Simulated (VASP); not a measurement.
# GaN (F-43m) in VASP: settings compared

Aim: see how the results for GaN move with the level of theory and the settings. Levels: LDA, PBEsol. Tasks: single point.

Program: VASP 6.6.1. These are calculated values, not measurements. Logs are shortened: lines on timing, memory, paths and dates and some standing lists are left out, and cuts for length are marked.

## Step 1: The cell of the first run

Symmetry: F-43m, No. 216, cubic system. Conventional cell: a = 4.498 Å, b = 4.498 Å, c = 4.498 Å, α = 90.00°, β = 90.00°, γ = 90.00°. Within 2.6 Å of Ga (site symmetry -43m) lie 4 N at 1.95 Å. Within 2.6 Å of N (site symmetry -43m) lie 4 Ga at 1.95 Å.

## Step 2: Single point, LDA

INCAR

```
ALGO     = Normal         # electronic algorithm
EDIFF    = 1E-6           # SCF threshold, eV
ENCUT    = 520            # plane-wave cutoff, eV
ISIF     = 2              # what is computed and relaxed
ISMEAR   = 0              # smearing method
LASPH    = T              # aspherical terms in the spheres
LCHARG   = F              # write CHGCAR
LREAL    = F              # projectors in reciprocal space
LWAVE    = F              # write WAVECAR
NBANDS   = 16             # bands
NELM     = 80             # most SCF steps
PREC     = Accurate       # precision mode
SIGMA    = 0.01           # smearing width, eV
```

KPOINTS

```
k-points
0
Gamma
  4 4 4
```

POSCAR

```
GaN
1.0
    0.0000000000      2.2489525415      2.2489525415
    2.2489525415      0.0000000000      2.2489525415
    2.2489525415      2.2489525415      0.0000000000
Ga N
1 1
Direct
    0.0000000000      0.0000000000      0.0000000000
    0.2500000000      0.2500000000      0.2500000000
```

Potentials or basis: VASP PAW LDA potentials, release 64 (Ga_d, N).

The run is started by

```console
> cat potpaw_LDA.64/Ga_d/POTCAR potpaw_LDA.64/N/POTCAR > POTCAR
> mpirun -np 1 vasp_std > vasp.out
```

OUTCAR:

```text
EDIFF = 1E-6
   ENCUT = 520
   ISIF = 2
   ISMEAR = 0
   LASPH = T
   LREAL = F
   NELM = 80
   PREC = Accurate

 ion  position               nearest neighbor table
   1  0.000  0.000  0.000-   2 1.95   2 1.95   2 1.95   2 1.95
   2  0.250  0.250  0.250-   1 1.95   1 1.95   1 1.95   1 1.95

  LATTYP: Found a face centered cubic cell.
 ALAT       =     4.4979050830

  Lattice vectors:

 A1 = (   0.0000000000,   2.2489525415,   2.2489525415)
 A2 = (   2.2489525415,   0.0000000000,   2.2489525415)
 A3 = (   2.2489525415,   2.2489525415,   0.0000000000)

Analysis of symmetry for initial positions (statically):
=====================================================================
 Subroutine PRICEL returns:
 Original cell was already a primitive cell.

 Routine SETGRP: Setting up the symmetry group for a
 face centered cubic supercell.

 Subroutine GETGRP returns: Found 24 space group operations
 (whereof 24 operations were pure point group operations)
 out of a pool of 48 trial point group operations.

The static configuration has the point symmetry T_d .

Analysis of symmetry for dynamics (positions and initial velocities):
=====================================================================
 Subroutine PRICEL returns:
 Original cell was already a primitive cell.

 Routine SETGRP: Setting up the symmetry group for a
 face centered cubic supercell.

 Subroutine GETGRP returns: Found 24 space group operations
 (whereof 24 operations were pure point group operations)
 out of a pool of 48 trial point group operations.

The dynamic configuration has the point symmetry T_d .

 Subroutine INISYM returns: Found 24 space group operations
 (whereof 24 operations are pure point group operations),
 and found     1 'primitive' translations

----------------------------------------------------------------------------------------

                                     Primitive cell

  volume of cell :      22.7494

  direct lattice vectors                    reciprocal lattice vectors
     0.000000000  2.248952542  2.248952542    -0.222325723  0.222325723  0.222325723
     2.248952542  0.000000000  2.248952542     0.222325723 -0.222325723  0.222325723
     2.248952542  2.248952542  0.000000000     0.222325723  0.222325723 -0.222325723

  length of vectors
     3.180499185  3.180499185  3.180499185     0.385079448  0.385079448  0.385079448

  position of ions in fractional coordinates (direct lattice)
     0.000000000  0.000000000  0.000000000
     0.250000000  0.250000000  0.250000000

  ion indices of the primitive-cell ions
   primitive index   ion index
                 1           1
                 2           2

----------------------------------------------------------------------------------------

 KPOINTS: k-points

Automatic generation of k-mesh.
 Grid dimensions read from file:
 generate k-points for:    4    4    4

 Generating k-lattice:

  Cartesian coordinates                     Fractional coordinates (reciprocal lattice)
    -0.055581431  0.055581431  0.055581431     0.250000000  0.000000000  0.000000000
     0.055581431 -0.055581431  0.055581431     0.000000000  0.250000000  0.000000000
     0.055581431  0.055581431 -0.055581431     0.000000000  0.000000000  0.250000000

  Length of vectors
     0.096269862  0.096269862  0.096269862

  Shift w.r.t. Gamma in fractional coordinates (k-lattice)
     0.000000000  0.000000000  0.000000000

 Subroutine IBZKPT returns following result:
 ===========================================

 Found      8 irreducible k-points:

 Following reciprocal coordinates:
            Coordinates               Weight
  0.000000  0.000000  0.000000      1.000000
  0.250000  0.000000  0.000000      8.000000
  0.500000  0.000000  0.000000      4.000000
  0.250000  0.250000  0.000000      6.000000
  0.500000  0.250000  0.000000     24.000000
 -0.250000  0.250000  0.000000     12.000000
  0.500000  0.500000  0.000000      3.000000
 -0.250000  0.500000  0.250000      6.000000
   k-points           NKPTS =      8   k-points in BZ     NKDIM =      8   number of bands    NBANDS=     16
   number of dos      NEDOS =    301   number of ions     NIONS =      2
   total plane-waves  NPLWV =  13824
   dimension x,y,z NGX =    24 NGY =   24 NGZ =   24
   dimension x,y,z NGXF=    48 NGYF=   48 NGZF=   48
   ions per type =               1   1
   NGX,Y,Z   is equivalent  to a cutoff of  12.54, 12.54, 12.54 a.u.
   NGXF,Y,Z  is equivalent  to a cutoff of  25.09, 25.09, 25.09 a.u.
 SYSTEM =  unknown system
   PREC   = accura    normal or accurate (medium, high low for compatibility)
   ISTART =      0    job   : 0-new  1-cont  2-samecut
   ICHARG =      2    charge: 1-file 2-atom 10-const
   ISPIN  =      1    spin polarized calculation?
   LNONCOLLINEAR =      F non collinear calculations
   LSORBIT =      F    spin-orbit coupling
   LASPH  =      T    aspherical Exc in radial PAW
   ENCUT  =  520.0 eV  38.22 Ry    6.18 a.u.   5.91  5.91  5.91*2*pi/ulx,y,z
   NELM   =     80;   NELMIN=  2; NELMDL= -5     # of ELM steps
   EDIFF  = 0.1E-05   stopping-criterion for ELM
   LREAL  =      F    real-space projection
   EDIFFG = 0.1E-04   stopping-criterion for IOM
   NSW    =      0    number of steps for IOM
   IBRION =     -1    ionic relax: 0-MD 1-quasi-New 2-CG
   NFREE  =      0    steps in history (QN), initial steepest desc. (CG)
   ISIF   =      2    stress and relaxation
   ISYM   =      2    0-nonsym 1-usesym 2-fastsym
   POTIM  = 0.5000    time-step for ionic-motion
   TEBEG  =    0.0;   TEEND  =   0.0 temperature during run
   PSTRESS=    0.0 pullay stress
   NELECT =      18.0000    total number of electrons
   NUPDOWN=      -1.0000    fix difference up-down
   EMIN   =  10.00;   EMAX   =-10.00  energy-range for DOS
   EFERMI =   0.00;   METHOD = LEGACY
   ISMEAR =     0;   SIGMA  =   0.01  broadening in eV -4-tet -1-fermi 0-gaus
   EFERMI_NEDOS =   21; number of points for ismear=-14 and -15
   IALGO  =     38    algorithm
   IMIX   =      4    mixing-type and parameters
     AMIX     =   0.40;   BMIX     =  1.00
     AMIX_MAG =   1.60;   BMIX_MAG =  1.00
  volume/ion in A,a.u.               =      11.37        76.76
  Fermi-wavevector in a.u.,A,eV,Ry     =   1.514173  2.861371 31.194330  2.292719
  Thomas-Fermi vector in A             =   2.623866
   LORBIT       =      0    0 simple, 1 ext, 2 COOP (PROOUT), +10 PAW based schemes
   GGA     = CA    functional components
   LHFCALC =     F    Hartree Fock is set to
   AEXX    =    0.0000 exact exchange contribution
   IVDW    =     0    specifies the selected vdW correction
   LEPSILON=     F    determine dielectric tensor
   LRPA    =     F    only Hartree local field effects (RPA)
 non-spin polarized calculation
 Gauss-broadening in eV      SIGMA  =   0.01
  energy-cutoff  :      520.00
  volume of cell :       22.75
 maximum number of plane-waves:       620
   NGX = 11   NGY = 11   NGZ = 11

 number of electron      18.0000006 magnetization

 Free energy of the ion-electron system (eV)
  ---------------------------------------------------
  ext. energy  EPLUGINS =         0.00000000
  ---------------------------------------------------
  free energy    TOTEN  =       -13.87193525 eV

  energy without entropy =      -13.87193525  energy(sigma->0) =      -13.87193525

 E-fermi :   5.2479     XC(G=0): -12.1442

 val. band max:        5.1459965085   @ k =   0.0000   0.0000   0.0000
 cond. band min:       6.9082555077   @ k =   0.0000   0.0000   0.0000
 fundamental gap:      1.7622589992
 Fermi energy:         5.2478630626

 k-point     1 :       0.0000    0.0000    0.0000
  band No.  band energies     occupation
      1     -10.7247      2.00000
      2      -8.4619      2.00000
      3      -8.4619      2.00000
      4      -8.4619      2.00000
      5      -8.1399      2.00000
      6      -8.1399      2.00000
[... 8 lines left out ...]
     15      23.8243      0.00000
     16      23.8243      0.00000

 k-point     2 :       0.2500    0.0000    0.0000
  band No.  band energies     occupation
      1     -10.1812      2.00000
      2      -8.4003      2.00000
      3      -8.4003      2.00000
      4      -8.1351      2.00000
      5      -8.1351      2.00000
      6      -8.0668      2.00000
[... 8 lines left out ...]
     15      21.8811      0.00000
     16      21.8811      0.00000

 k-point     3 :       0.5000    0.0000    0.0000
  band No.  band energies     occupation
      1      -9.8592      2.00000
      2      -8.3741      2.00000
      3      -8.3741      2.00000
      4      -8.0916      2.00000
      5      -8.0916      2.00000
      6      -6.7364      2.00000
[... 8 lines left out ...]
     15      24.6371      0.00000
     16      24.6371      0.00000

 k-point     4 :       0.2500    0.2500    0.0000
  band No.  band energies     occupation
      1     -10.0307      2.00000
      2      -8.3178      2.00000
      3      -8.3178      2.00000
      4      -8.2952      2.00000
      5      -8.1007      2.00000
      6      -7.9154      2.00000
[... 8 lines left out ...]
     15      26.4944      0.00000
     16      27.3166      0.00000

 k-point     5 :       0.5000    0.2500    0.0000
  band No.  band energies     occupation
      1      -9.7625      2.00000
      2      -8.3466      2.00000
      3      -8.2598      2.00000
      4      -8.2091      2.00000
      5      -8.0848      2.00000
      6      -6.5596      2.00000
[... 8 lines left out ...]
     15      26.2046      0.00000
     16      26.6431      0.00000

 k-point     6 :      -0.2500    0.2500    0.0000
  band No.  band energies     occupation
      1      -9.8313      2.00000
      2      -8.3637      2.00000
      3      -8.3113      2.00000
      4      -8.1549      2.00000
      5      -8.1501      2.00000
      6      -7.0220      2.00000
[... 8 lines left out ...]
     15      22.2880      0.00000
     16      26.5297      0.00000

 k-point     7 :       0.5000    0.5000    0.0000
  band No.  band energies     occupation
      1      -9.7114      2.00000
      2      -8.3815      2.00000
      3      -8.1540      2.00000
      4      -8.1540      2.00000
      5      -8.0614      2.00000
      6      -6.2508      2.00000
[... 8 lines left out ...]
     15      26.8938      0.00000
     16      29.7549      0.00000

 k-point     8 :      -0.2500    0.5000    0.2500
  band No.  band energies     occupation
      1      -9.7041      2.00000
      2      -8.3151      2.00000
      3      -8.2877      2.00000
      4      -8.1302      2.00000
      5      -8.1291      2.00000
      6      -5.9512      2.00000
[... 8 lines left out ...]
     15      24.3418      0.00000
     16      28.6636      0.00000

------------------------ aborting loop because EDIFF is reached ----------------------------------------

  FORCE on cell =-STRESS in cart. coord.  units (eV):
  Direction    XX          YY          ZZ          XY          YZ          ZX
  --------------------------------------------------------------------------------------
  -------------------------------------------------------------------------------------
  Total       -0.6356939     -0.6356939     -0.6356939     -0.0000000      0.0000000      0.0000000
  in kB      -44.7700674    -44.7700674    -44.7700674     -0.0000000      0.0000000      0.0000000
  external PRESSURE =     -44.7700674 kB  Pullay stress =       0.0000000 kB

 VOLUME and BASIS-vectors are now :
 -----------------------------------------------------------------------------
  energy-cutoff  :      520.00
  volume of cell :       22.75
      direct lattice vectors                 reciprocal lattice vectors
     0.000000000  2.248952542  2.248952542    -0.222325723  0.222325723  0.222325723
     2.248952542  0.000000000  2.248952542     0.222325723 -0.222325723  0.222325723
     2.248952542  2.248952542  0.000000000     0.222325723  0.222325723 -0.222325723

 POSITION                                       TOTAL-FORCE (eV/Angst)
 -----------------------------------------------------------------------------------
      0.00000      0.00000      0.00000        -0.000000     -0.000000     -0.000000
      1.12448      1.12448      1.12448         0.000000      0.000000      0.000000
 -----------------------------------------------------------------------------------
    total drift:                                0.000002      0.000002      0.000002

  FREE ENERGIE OF THE ION-ELECTRON SYSTEM (eV)
  ---------------------------------------------------
  free  energy   TOTEN  =       -13.8719352541 eV

  energy  without entropy=      -13.8719352541  energy(sigma->0) =      -13.87193525
```

It took 4.8 s on 1 thread of Intel Xeon 8259CL, shared host; peak memory 0.13 GiB.

What came out:

```yaml
Free_energy: -13.8719 eV
Pressure: -4.5 GPa
Band_gap_on_the_k_mesh: 1.76 eV, direct
```

Caveat: the k points lie up to 0.60 Å⁻¹ apart.

## Step 3: Single point, PBEsol

INCAR

```
PREC = Accurate
ENCUT = 520
EDIFF = 1E-7
ISMEAR = 0
SIGMA = 0.01
LREAL = F
LASPH = T
NELM = 60
ALGO = Normal
ISIF = 2
LWAVE = F
LCHARG = T
GGA = PS
LELF = T
LVHAR = T
NBANDS = 16
```

KPOINTS

```
regular mesh
0
Gamma
  6 6 6
```

POSCAR is that of step 2.

Potentials or basis: VASP PAW PBE potentials, release 64 (Ga_d, N).

The run is started by

```console
> cat potpaw_PBE.64/Ga_d/POTCAR potpaw_PBE.64/N/POTCAR > POTCAR
> mpirun -np 1 vasp_std > vasp.out
```

Wall time 10 s (1 thread of Intel Xeon 8259CL, shared host); peak memory 0.14 GiB.

The run converged. Its results:

```
Free energy            : -13.1178 eV
Pressure               : -0.2 GPa
Band gap on the k mesh : 1.72 eV, direct
```

Levels at points of the mesh, in eV from the valence-band top:
| k point | band 7 | band 8 | band 9 | band 10 | band 11 | band 12 |
| --- | --- | --- | --- | --- | --- | --- |
| (0.00, 0.00, 0.00) | 0.00 | 0.00 | 0.00 | 1.72 | 10.24 | 10.24 |
| (0.50, 0.00, 0.00) | -7.16 | -0.99 | -0.99 | 4.60 | 8.66 | 10.29 |
| (0.50, 0.50, 0.00) | -6.21 | -2.76 | -2.76 | 3.22 | 6.59 | 11.62 |

Caveat: the PAW data sets were made with another functional, which shifts forces and pressure a little.

## Step 4: Single point, PBEsol

INCAR

```
SYSTEM = GaN
ALGO = Normal
EDIFF = 1E-6
ENCUT = 520
GGA = PS
ISIF = 2
ISMEAR = 0
LASPH = .TRUE.
LCHARG = .TRUE.
LELF = .TRUE.
LREAL = .FALSE.
LVHAR = .TRUE.
LWAVE = .FALSE.
NBANDS = 16
NELM = 100
PREC = Accurate
SIGMA = 0.01
```

KPOINTS

```
k-points
0
G
  6 6 6
  0 0 0
```

POSCAR is that of step 3.

The run is started by

```console
> cat potpaw_PBE.64/Ga_d/POTCAR potpaw_PBE.64/N/POTCAR > POTCAR
> mpirun -np 1 vasp_std > vasp.out
```

Run time: 13 s. Hardware: 1 thread of Intel Xeon 8259CL, shared host; peak memory 0.14 GiB.

Results (log left out):

* Free energy: -13.1178 eV
* Pressure: -0.2 GPa
* Band gap on the k mesh: 1.72 eV, direct

Levels at points of the mesh, in eV from the valence-band top:
```tsv
k point	band 6	band 7	band 8	band 9	band 10	band 11	band 12	band 13
(0.00, 0.00, 0.00)	-13.08	0.00	0.00	0.00	1.72	10.24	10.24	10.24
(0.50, 0.00, 0.00)	-11.83	-7.16	-0.99	-0.99	4.60	8.66	10.29	10.29
(0.50, 0.50, 0.00)	-11.40	-6.21	-2.76	-2.76	3.22	6.59	11.62	13.94
```

Caveat: the PAW data sets were made with another functional, which shifts forces and pressure a little.
